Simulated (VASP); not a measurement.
Here is a VASP 6.6.1 calculation.

File INCAR:

```
SYSTEM = BAs
PREC = Accurate
ENCUT = 520
EDIFF = 1E-6
ISMEAR = -1
SIGMA = 0.05
LREAL = .FALSE.
LASPH = .TRUE.
NELM = 100
ALGO = Normal
ISIF = 2
LWAVE = .FALSE.
LCHARG = .FALSE.
GGA = B5
ALDAX = 1.0
AGGAX = 1.0
AGGAC = 1.0
ALDAC = 0.0
IVDW = 12
VDW_S6 = 1.0
VDW_S8 = 2.6996
VDW_A1 = 0.4298
VDW_A2 = 4.2359
NBANDS = 11
```

The input KPOINTS:

```
regular mesh
0
G
  10 10 10
  0 0 0
```

The input POSCAR:

```
BAs
1.0
    0.0000000000      2.3843923786      2.3843923786
    2.3843923786      0.0000000000      2.3843923786
    2.3843923786      2.3843923786      0.0000000000
As B
1 1
Direct
    0.7500000000      0.7500000000      0.7500000000
    0.0000000000      0.0000000000      0.0000000000
```

Potentials or basis: VASP PAW PBE potentials, release 64 (As, B).

Run with:

```sh
$ cat potpaw_PBE.64/As/POTCAR potpaw_PBE.64/B/POTCAR > POTCAR
$ mpirun -np 1 vasp_std > vasp.out
```

**Question.** Predict the band gap on the k mesh.

**Answer.** 1.40 eV, indirect (least direct gap 3.38 eV).

**Question.** What does it give for the pressure?

**Answer.** 0.9 GPa.

**Question.** Estimate the dispersion energy per atom.

**Answer.** -0.728 eV.

Caveat: the PAW data sets were made with another functional, which shifts forces and pressure a little. A k mesh can miss the band edges.
